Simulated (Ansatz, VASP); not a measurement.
# Au in VASP and in Ansatz

```xyz
1
Lattice="0.0000 2.0788 2.0788 2.0788 0.0000 2.0788 2.0788 2.0788 0.0000" Properties=species:S:1:pos:R:3 pbc="T T T"
Au    0.0000    0.0000    0.0000
```

Alike in both runs: functional PBE; k mesh 32 × 32 × 32; occupations gaussian, width 0.1 eV; no spin polarisation.

Ansatz relaxed the structure, and its values are those at the end. VASP's run is a single point on that final structure, the one shown.

|  | VASP | Ansatz |
| --- | --- | --- |
| version | VASP 6.6.1 | Ansatz 0.2.0 |
| potentials or method | VASP PAW PBE potentials, release 64 (Au) | scalar-relativistic, plane waves, PAW |
| plane-wave cutoff (eV) | 520 | 420 |
| valence electrons in the cell | 11 | 19 |

```tsv
	VASP	Ansatz	Ansatz less VASP
gap on the k mesh at the Fermi level (eV)	none	none	-
pressure (GPa)	-0.2	0.0	+0.15
```

A gap of «none» marks a metal or a gap that the smearing closes. VASP's potentials hold 11 valence electrons a cell and Ansatz's 19, so a difference there can come from the potentials and not from the codes.

Neither program's run includes spin-orbit coupling.
